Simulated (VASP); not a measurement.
Write the native input for VASP 6.6.1 that does the following.

| Item | Value |
| --- | --- |
| Task | single point |
| Functional | LDA |
| Potentials or basis | VASP PAW LDA potentials, release 64 (Ca_sv, F) |
| Cutoff | 600 eV |
| k mesh | 6 × 6 × 6 |
| Occupations | gaussian, width 0.01 eV |
| Spin | no spin polarisation |
| Dipole correction | no |
| Further INCAR settings | ALGO = Normal; EDIFF = 1e-06; NBANDS = 19 |

The structure of CaF2 lies in POSCAR:

```
CaF2
1.0
    0.0000000000      2.5635298856      2.5635298856
    2.5635298856      0.0000000000      2.5635298856
    2.5635298856      2.5635298856      0.0000000000
Ca F
1 2
Direct
    0.0000000000      0.0000000000      0.0000000000
    0.2500000000      0.2500000000      0.2500000000
    0.7500000000      0.7500000000      0.7500000000
```

The input as run:

INCAR

```
ALGO = Normal
EDIFF = 1E-6
ENCUT = 600
GGA = CA
GGA_COMPAT = F
ISIF = 2
ISMEAR = 0
LASPH = T
LCHARG = T
LELF = T
LREAL = F
LVHAR = T
LWAVE = F
NBANDS = 19
NELM = 120
PREC = Accurate
SIGMA = 0.01
```

KPOINTS

```
k-points
0
Gamma
  6 6 6
```

Potentials or basis: VASP PAW LDA potentials, release 64 (Ca_sv, F).

The run is started by

```sh
$ cat potpaw_LDA.64/Ca_sv/POTCAR potpaw_LDA.64/F/POTCAR > POTCAR
$ mpirun -np 1 vasp_std > vasp.out
```

It gave:

The pressure is 16.0 GPa and the band gap on the k mesh is 8.09 eV (least direct gap 8.33 eV).

Caveat: the cell stands under pressure.

Run time: 14 s on 1 thread of Intel Xeon 8259CL (shared host), peak memory 0.15 GiB.
